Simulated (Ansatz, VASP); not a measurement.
**Two plane-wave programs on Y**

Contents of INCAR:

```
SYSTEM = Y
PREC = Accurate
ENCUT = 520
EDIFF = 1E-6
ISMEAR = 0
SIGMA = 0.15
LREAL = .FALSE.
LASPH = .TRUE.
NELM = 80
ALGO = Normal
ISIF = 2
LWAVE = .FALSE.
LCHARG = .FALSE.
NBANDS = 12
```

The input KPOINTS:

```
regular mesh
0
G
  16 16 16
  0 0 0
```

Contents of POSCAR:

```
Y
1.0
    0.0000000000      2.6838000000      2.2862000000
    2.6838000000      0.0000000000      2.2862000000
    2.6838000000      2.6838000000      0.0000000000
Y
1
Direct
    0.0000000000      0.0000000000      0.0000000000
```

Input for Ansatz:

```yaml
crystal:
  lattice:
    - [0.0, 2.6838, 2.2862]
    - [2.6838, 0.0, 2.2862]
    - [2.6838, 2.6838, 0.0]
  atoms:
    - { symbol: "Y", position: [0.0, 0.0, 0.0] }
basis:
  ecutwfc: 420
kpoints:
  mp_grid: { grid: [16, 16, 16] }
hamiltonian:
  xc: lda
scf:
  occupations: { method: gaussian, width: 0.15 }
output:
  forces: true
  stress: true
  eigenvalues: true
```

Change from the starting cell: strain +0.080 along x and y, -0.080 along z, atoms carried along.

Alike in both runs: task single point; functional LDA; k mesh 16 × 16 × 16; occupations gaussian, width 0.15 eV; no spin polarisation.

|  | VASP | Ansatz |
| --- | --- | --- |
| version | VASP 6.6.1 | Ansatz 0.2.0 |
| potentials or method | VASP PAW LDA potentials, release 64 (Y_sv), cutoff 520 eV | scalar-relativistic, plane waves, PAW |
| valence electrons in the cell | 11 | 11 |

Ansatz gave:

* gap on the k mesh at the Fermi level (eV): none
* pressure (GPa): -4.1
* traceless stress, the component that is largest in VASP (GPa): 2.14

Task: Estimate VASP's values.

Result: gap on the k mesh at the Fermi level (eV): none; pressure (GPa): -4.3; traceless stress, the component that is largest in VASP (GPa): 2.16.

LDA's correlation is that of Perdew and Zunger in VASP and of Perdew and Wang (1992) in Ansatz. A gap of «none» marks a metal or a gap that the smearing closes.
